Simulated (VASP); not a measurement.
# ScF (R-3m) in VASP: a series of runs

Runs on ScF. Level: PBE+D3(BJ). Tasks: single point.

All numbers are computed with VASP 6.6.1; they aren't measurements. Logs are shortened: lines on timing, memory, paths and dates and some standing lists are left out, and cuts for length are marked.

**1. The cell of the first run**

It takes space group R-3m (No. 166, trigonal). Conventional cell: a = 3.297 Å, b = 3.297 Å, c = 20.222 Å, α = 90.00°, β = 90.00°, γ = 120.00°. Within 2.9 Å of Sc (site symmetry 3m) lie 3 F at 2.19 Å. F (site symmetry 3m) has 3 Sc at 2.19 Å and 3 F at 2.79 Å within 2.9 Å.

**2. Single point, PBE+D3(BJ)**

The input, INCAR:

```
SYSTEM = ScF
ALGO = Normal
EDIFF = 1E-6
ENCUT = 520
GGA = PE
ISIF = 2
ISMEAR = -1
IVDW = 12
LASPH = .TRUE.
LCHARG = .FALSE.
LREAL = .FALSE.
LWAVE = .FALSE.
NBANDS = 26
NELM = 100
PREC = Accurate
SIGMA = 0.15
```

The input, KPOINTS:

```
k-points
0
G
  15 15 15
  0 0 0
```

The input, POSCAR:

```
ScF
1.0
    1.6483220316      0.9516591687      6.7407987314
   -1.6483220316      0.9516591687      6.7407987314
    0.0000000000     -1.9033183373      6.7407987314
Sc F
2 2
Direct
    0.2293957118      0.2293957118      0.2293957118
    0.7706042882      0.7706042882      0.7706042882
    0.3837128530      0.3837128530      0.3837128530
    0.6162871470      0.6162871470      0.6162871470
```

Potentials or basis: VASP PAW PBE potentials, release 64 (Sc_sv, F).

Started as:

```bash
> cat potpaw_PBE.64/Sc_sv/POTCAR potpaw_PBE.64/F/POTCAR > POTCAR
> mpirun -np 1 vasp_std > vasp.out
```

OUTCAR:

```text
SYSTEM = ScF
   EDIFF = 1E-6
   ENCUT = 520
   GGA = PE
   ISIF = 2
   ISMEAR = -1
   IVDW = 12
   LASPH = .TRUE.
   LREAL = .FALSE.
   NELM = 100
   PREC = Accurate
 IVDW          = 12

 ion  position               nearest neighbor table
   1  0.229  0.229  0.229-   4 2.19   4 2.19   4 2.19   2 3.17   2 3.17   2 3.17
   2  0.771  0.771  0.771-   3 2.19   3 2.19   3 2.19   1 3.17   1 3.17   1 3.17
   3  0.384  0.384  0.384-   2 2.19   2 2.19   2 2.19
   4  0.616  0.616  0.616-   1 2.19   1 2.19   1 2.19

  LATTYP: Found a trigonal (rhomboedric) cell.
 ALAT       =     7.0043549475
 COS(alpha) =     0.8892413048

  Lattice vectors:

 A1 = (   1.6483220316,   0.9516591687,   6.7407987314)
 A2 = (  -1.6483220316,   0.9516591687,   6.7407987314)
 A3 = (   0.0000000000,  -1.9033183373,   6.7407987314)

Analysis of symmetry for initial positions (statically):
=====================================================================
 Subroutine PRICEL returns:
 Original cell was already a primitive cell.

 Routine SETGRP: Setting up the symmetry group for a
 trigonal (rhombohedral) supercell.

 Subroutine GETGRP returns: Found 12 space group operations
 (whereof 12 operations were pure point group operations)
 out of a pool of 12 trial point group operations.

The static configuration has the point symmetry D_3d.

Analysis of symmetry for dynamics (positions and initial velocities):
=====================================================================
 Subroutine PRICEL returns:
 Original cell was already a primitive cell.

 Routine SETGRP: Setting up the symmetry group for a
 trigonal (rhombohedral) supercell.

 Subroutine GETGRP returns: Found 12 space group operations
 (whereof 12 operations were pure point group operations)
 out of a pool of 12 trial point group operations.

The dynamic configuration has the point symmetry D_3d.

 Subroutine INISYM returns: Found 12 space group operations
 (whereof 12 operations are pure point group operations),
 and found     1 'primitive' translations

----------------------------------------------------------------------------------------

                                     Primitive cell

  volume of cell :      63.4434

  direct lattice vectors                    reciprocal lattice vectors
     1.648322032  0.951659169  6.740798731     0.303338784  0.175132728  0.049450124
    -1.648322032  0.951659169  6.740798731    -0.303338784  0.175132728  0.049450124
[... 89 lines left out ...]
   EDIFF  = 0.1E-05   stopping-criterion for ELM
   LREAL  =      F    real-space projection
   EDIFFG = 0.1E-04   stopping-criterion for IOM
   NSW    =      0    number of steps for IOM
   IBRION =     -1    ionic relax: 0-MD 1-quasi-New 2-CG
   NFREE  =      0    steps in history (QN), initial steepest desc. (CG)
   ISIF   =      2    stress and relaxation
   ISYM   =      2    0-nonsym 1-usesym 2-fastsym
   POTIM  = 0.5000    time-step for ionic-motion
   TEBEG  =    0.0;   TEEND  =   0.0 temperature during run
   PSTRESS=    0.0 pullay stress
   NELECT =      36.0000    total number of electrons
   NUPDOWN=      -1.0000    fix difference up-down
   EMIN   =  10.00;   EMAX   =-10.00  energy-range for DOS
   EFERMI =   0.00;   METHOD = LEGACY
   ISMEAR =    -1;   SIGMA  =   0.15  broadening in eV -4-tet -1-fermi 0-gaus
   EFERMI_NEDOS =   21; number of points for ismear=-14 and -15
   IALGO  =     38    algorithm
   IMIX   =      4    mixing-type and parameters
     AMIX     =   0.40;   BMIX     =  1.00
     AMIX_MAG =   1.60;   BMIX_MAG =  1.00
  volume/ion in A,a.u.               =      15.86       107.03
  Fermi-wavevector in a.u.,A,eV,Ry     =   1.355336  2.561214 24.993026  1.836936
  Thomas-Fermi vector in A             =   2.482432
   LORBIT       =      0    0 simple, 1 ext, 2 COOP (PROOUT), +10 PAW based schemes
   GGA     = PE    functional components
   LHFCALC =     F    Hartree Fock is set to
   AEXX    =    0.0000 exact exchange contribution
   IVDW    =    12    specifies the selected vdW correction
   LEPSILON=     F    determine dielectric tensor
   LRPA    =     F    only Hartree local field effects (RPA)
 non-spin polarized calculation
  energy-cutoff  :      520.00
  volume of cell :       63.44
 maximum number of plane-waves:      1730
 NGX is ok and might be reduce to    54
   NGX = 25   NGY = 25   NGZ = 25

 number of electron      36.0000000 magnetization

 Free energy of the ion-electron system (eV)
  ---------------------------------------------------
  ext. energy  EPLUGINS =         0.00000000
  ---------------------------------------------------
  free energy    TOTEN  =       -26.11764692 eV

  energy without entropy =      -25.82258326  energy(sigma->0) =      -25.97011509

 E-fermi :   4.3009     XC(G=0):  -9.9734

 val. band max:        4.2996953416   @ k =   0.4000   0.1333   0.0667
 cond. band min:       4.3010412121   @ k =  -0.3333   0.1333   0.0000
 fundamental gap:      0.0013458705
 Fermi energy:         4.3009106479

 k-point     1 :       0.0000    0.0000    0.0000
  band No.  band energies     occupation
      1     -45.6008      2.00000
      2     -45.5609      2.00000
      3     -24.5349      2.00000
      4     -24.2769      2.00000
      5     -24.1011      2.00000
      6     -24.1011      2.00000
[... 685 lines left out ...]
     25       7.0253      0.00000
     26       7.3202      0.00000

 [... further k-points ...]

------------------------ aborting loop because EDIFF is reached ----------------------------------------

 Edisp (eV)   -0.86818

 E8    (eV) :    -0.3806

  FORCE on cell =-STRESS in cart. coord.  units (eV):
  Direction    XX          YY          ZZ          XY          YZ          ZX
  --------------------------------------------------------------------------------------
  -------------------------------------------------------------------------------------
  Total       0.13176     0.13176     0.01483     0.00000     0.00000     0.00000
  in kB       3.32731     3.32731     0.37463     0.00000     0.00000     0.00000
  external pressure =        2.34 kB  Pullay stress =        0.00 kB

 VOLUME and BASIS-vectors are now :
 -----------------------------------------------------------------------------
  energy-cutoff  :      520.00
  volume of cell :       63.44
      direct lattice vectors                 reciprocal lattice vectors
     1.648322032  0.951659169  6.740798731     0.303338784  0.175132728  0.049450124
    -1.648322032  0.951659169  6.740798731    -0.303338784  0.175132728  0.049450124
     0.000000000 -1.903318337  6.740798731     0.000000000 -0.350265457  0.049450124

 POSITION                                       TOTAL-FORCE (eV/Angst)
 -----------------------------------------------------------------------------------
      0.00000      0.00000      4.63893         0.000000     -0.000000     -0.036311
      0.00000      0.00000     15.58347         0.000000      0.000000      0.036311
      0.00000      0.00000      7.75959         0.000000     -0.000000     -0.046764
      0.00000      0.00000     12.46280         0.000000      0.000000      0.046764
 -----------------------------------------------------------------------------------
    total drift:                                0.000000      0.000000      0.000000

  FREE ENERGIE OF THE ION-ELECTRON SYSTEM (eV)
  ---------------------------------------------------
  free  energy   TOTEN  =       -26.9858272149 eV

  energy  without entropy=      -26.6907635533  energy(sigma->0) =      -26.83829538
```

stdout:

```text
POSCAR found type information on POSCAR ScF
 POSCAR found :  2 types and       4 ions
 scaLAPACK will be used
 LDA part: xc-table for (Slater+PW92), standard interpolation
 POSCAR, INCAR and KPOINTS ok, starting setup
 FFT: planning ... GRIDC
 FFT: planning ... GRID_SOFT
 FFT: planning ... GRID
 WAVECAR not read
 entering main loop
```

Wall time 21 min (1 thread of Intel Xeon 6975P-C (Granite Rapids), shared host); peak memory 0.71 GiB.

Results:

```yaml
Free_energy: -26.9858 eV
Pressure: 0.2 GPa
Largest_force: 0.047 eV/Å
Band_gap_on_the_k_mesh: zero (bands 18 and 19 overlap by 0.49 eV)
Dispersion_energy_per_atom: -0.217 eV
```

Forces in eV/Å, atoms in the order of the input:
```
Sc   0.000  0.000 -0.036
Sc   0.000  0.000  0.036
F    0.000  0.000 -0.047
F    0.000  0.000  0.047
```

Levels at points of the mesh, in eV from the Fermi level:
```
           k point  band 14  band 15  band 16  band 17  band 18  band 19  band 20  band 21  band 22  band 23
(0.00, 0.00, 0.00)    -7.16    -7.16    -6.96    -2.90     0.11     1.59     1.59     2.02     2.15     2.15
```

**3. Single point, PBE+D3(BJ)**

This run uses another cell than the first one, of 15.83 Å³/atom.

The input, INCAR:

```
SYSTEM = ScF
ALGO = Normal ; EDIFF = 1E-6
ENCUT = 520 ; GGA = PE
ISIF = 2 ; ISMEAR = 0
IVDW = 12 ; LASPH = .TRUE.
LCHARG = .TRUE. ; LELF = .TRUE.
LREAL = .FALSE. ; LVHAR = .TRUE.
LWAVE = .FALSE. ; NBANDS = 26
NELM = 100 ; PREC = Accurate
SIGMA = 0.1
```

The input, KPOINTS:

```
k-points
0
G
  9 9 9
  0 0 0
```

The input, POSCAR:

```
ScF
1.0
    1.6563808909      0.9563119533      6.6611317782
   -1.6563808909      0.9563119533      6.6611317782
    0.0000000000     -1.9126239065      6.6611317782
Sc F
2 2
Direct
    0.2299633593      0.2299633593      0.2299633593
    0.7700366407      0.7700366407      0.7700366407
    0.3837687042      0.3837687042      0.3837687042
    0.6162312958      0.6162312958      0.6162312958
```

Potentials or basis: VASP PAW PBE potentials, release 64 (Sc_sv, F).

Started as:

```bash
> cat potpaw_PBE.64/Sc_sv/POTCAR potpaw_PBE.64/F/POTCAR > POTCAR
> mpirun -np 1 vasp_std > vasp.out
```

Run time: 5.7 min. Hardware: 1 thread of Intel Xeon 6975P-C (Granite Rapids), shared host; peak memory 0.42 GiB.

The run converged. Its results:

| Property | Result |
| --- | --- |
| Free energy | -26.8201 eV |
| Pressure | 0.2 GPa |
| Largest force | 0.043 eV/Å |
| Band gap on the k mesh | zero (bands 18 and 19 overlap by 0.52 eV) |
| Dispersion energy per atom | -0.218 eV |

Forces on the atoms (eV/Å):
```
Sc   0.000  0.000 -0.029
Sc   0.000  0.000  0.029
F    0.000  0.000 -0.043
F    0.000  0.000  0.043
```

Stress tensor (GPa, compression positive):
```
 0.37  0.00  0.00
 0.00  0.37  0.00
 0.00  0.00 -0.08
```

Levels at points of the mesh, in eV from the Fermi level:
```
           k point  band 15  band 16  band 17  band 18  band 19  band 20  band 21  band 22
(0.00, 0.00, 0.00)    -7.34    -7.10    -2.86     0.14     1.58     1.58     2.07     2.15
```
